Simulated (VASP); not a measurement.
Here is a VASP 6.6.1 calculation.

INCAR

```
PREC     = Accurate       # precision mode
ENCUT    = 400            # plane-wave cutoff, eV
EDIFF    = 1E-6           # SCF threshold, eV
ISMEAR   = -1             # smearing method
SIGMA    = 0.05           # smearing width, eV
LREAL    = Auto         
LASPH    = True           # aspherical terms in the spheres
NELM     = 120            # most SCF steps
ALGO     = Normal         # electronic algorithm
ISIF     = 2              # what is computed and relaxed
LWAVE    = False          # write WAVECAR
LCHARG   = False          # write CHGCAR
GGA      = PS             # functional
ISYM     = -1           
NBANDS   = 174            # bands
GGA_COMPAT= False
```

The input KPOINTS:

```
explicit points
1
Reciprocal
  0.25000000   0.25000000   0.25000000 1
```

POSCAR

```
TiSi31
1.0
   10.8655790000      0.0000000000      0.0000000000
    0.0000000000     10.8655790000      0.0000000000
    0.0000000000      0.0000000000     10.8655790000
Si Ti
62 2
Direct
    0.9998570000      0.0004380000      0.0010480000
    0.9963470000      0.9992110000      0.5018590000
    0.9963910000      0.5012620000      0.9998310000
    0.0313120000      0.5314390000      0.5320160000
    0.5016020000      0.9962200000      0.9968130000
    0.5018020000      0.9997440000      0.4991960000
    0.5017560000      0.4985920000      0.0002610000
    0.1241100000      0.1281320000      0.1287220000
    0.1239410000      0.1246150000      0.6263580000
    0.1239880000      0.6257540000      0.1252910000
    0.6258740000      0.1238840000      0.1244880000
    0.6293710000      0.1251700000      0.6236870000
    0.6293260000      0.6230910000      0.1257230000
    0.5944470000      0.5929160000      0.5935380000
    0.2526680000      0.2475150000      0.0056390000
    0.2540530000      0.2524200000      0.5069460000
    0.2478050000      0.7479370000      0.9965730000
    0.2437600000      0.7580620000      0.4788220000
    0.7535730000      0.2500760000      0.0036030000
    0.7626210000      0.2525220000      0.5068140000
    0.7458330000      0.7491360000      0.9965210000
    0.7383520000      0.7367300000      0.4994500000
    0.3779130000      0.3764310000      0.1289630000
    0.3819790000      0.3662920000      0.6467120000
    0.3730520000      0.8768320000      0.1199300000
    0.3716780000      0.8719580000      0.6185920000
    0.8798920000      0.3752030000      0.1290510000
    0.8873750000      0.3876370000      0.6261070000
    0.8721540000      0.8742790000      0.1219390000
    0.8631160000      0.8718420000      0.6187470000
    0.2526510000      0.0050440000      0.2481120000
    0.2478430000      0.9959670000      0.7485290000
    0.2541290000      0.5063310000      0.2530630000
    0.2437360000      0.4782200000      0.7585800000
    0.7535800000      0.0029980000      0.2506700000
    0.7458360000      0.9959240000      0.7497450000
    0.7625770000      0.5062270000      0.2530590000
    0.7384020000      0.4988730000      0.7373620000
    0.3778900000      0.1283770000      0.3770290000
    0.3730590000      0.1193420000      0.8774280000
    0.3820100000      0.6461490000      0.3669480000
    0.3716060000      0.6180090000      0.8724880000
    0.8798900000      0.1284520000      0.3757850000
    0.8721580000      0.1213450000      0.8748870000
    0.8873350000      0.6254940000      0.3882020000
    0.8631510000      0.6181400000      0.8724940000
    0.0087320000      0.2590370000      0.2596350000
    0.9969920000      0.2484460000      0.7511500000
    0.9969750000      0.7505480000      0.2490520000
    0.9799640000      0.7481800000      0.7487630000
    0.5079510000      0.2531520000      0.2537590000
    0.5078450000      0.2383730000      0.7593280000
    0.5078270000      0.7587540000      0.2389690000
    0.4950750000      0.7342490000      0.7348470000
    0.1306350000      0.3901200000      0.3906980000
    0.1179290000      0.3656250000      0.8865860000
    0.1178930000      0.8859920000      0.3662190000
    0.1177760000      0.8711970000      0.8717660000
    0.6457700000      0.3761500000      0.3767690000
    0.6287640000      0.3738190000      0.8764880000
    0.6287380000      0.8759260000      0.3744180000
    0.6170120000      0.8653090000      0.8659150000
    0.4483290000      0.4502380000      0.4508140000
    0.1774080000      0.6741320000      0.6747290000
```

Potentials or basis: VASP PAW PBE potentials, release 64 (Si, Ti_sv).

The run is started by

```bash
$ cat potpaw_PBE.64/Si/POTCAR potpaw_PBE.64/Ti_sv/POTCAR > POTCAR
$ mpirun -np 1 vasp_std > vasp.out
```

**Question.** What does it give for the pressure?

**Answer.** -0.5 GPa.

**Question.** What does it give for the largest force?

**Answer.** 0.011 eV/Å.

**Question.** What does it give for the band gap on the k mesh?

**Answer.** 0.95 eV.

Forces on the atoms (eV/Å):
```
Si   0.001  0.001 -0.001
Si  -0.002 -0.001  0.004
Si  -0.001  0.003  0.000
Si  -0.001  0.004  0.005
Si   0.002 -0.001 -0.001
Si  -0.001 -0.001  0.002
Si   0.001  0.002 -0.001
Si  -0.002  0.001  0.000
Si   0.000  0.003 -0.001
Si  -0.002 -0.002 -0.001
Si  -0.002  0.001  0.000
Si   0.004  0.000 -0.004
Si   0.002 -0.004  0.000
Si  -0.002 -0.004 -0.003
Si   0.003  0.002 -0.002
Si   0.000 -0.003  0.001
Si   0.004  0.001 -0.003
Si   0.001 -0.001 -0.006
Si   0.002  0.001  0.001
Si   0.001 -0.001  0.003
Si   0.000  0.006  0.000
Si  -0.001 -0.002  0.000
Si  -0.002 -0.003  0.005
Si  -0.001  0.000  0.007
Si  -0.003  0.000 -0.002
Si   0.000  0.000  0.000
Si  -0.001 -0.003 -0.004
Si   0.003  0.002  0.000
Si  -0.003 -0.001  0.000
Si  -0.001  0.002 -0.005
Si   0.003 -0.002  0.002
Si   0.003 -0.003  0.001
Si  -0.001  0.002 -0.003
Si   0.002 -0.009  0.001
Si   0.002  0.002  0.000
Si   0.001  0.001  0.004
Si  -0.001  0.001  0.003
Si  -0.001  0.000 -0.005
Si  -0.003  0.005 -0.002
Si   0.000  0.000 -0.001
Si  -0.001  0.008  0.000
Si   0.001  0.000  0.005
Si  -0.001 -0.002 -0.002
Si  -0.003  0.001 -0.002
Si   0.002  0.000  0.004
Si   0.000 -0.001 -0.002
Si   0.000  0.002  0.001
Si  -0.001  0.000 -0.001
Si  -0.001 -0.002  0.000
Si  -0.008  0.001  0.005
Si   0.003  0.001  0.000
Si  -0.003  0.001  0.004
Si  -0.001  0.001  0.001
Si   0.000  0.000  0.000
Si   0.002 -0.002  0.001
Si   0.000 -0.001 -0.001
Si   0.001  0.000 -0.002
Si  -0.004 -0.002  0.000
Si   0.006  0.000 -0.005
Si   0.001  0.001  0.001
Si   0.003 -0.001  0.001
Si  -0.002 -0.001 -0.002
Ti  -0.006 -0.006 -0.003
Ti   0.009  0.004  0.003
```

Caveat: the PAW data sets were made with another functional, which shifts forces and pressure a little.
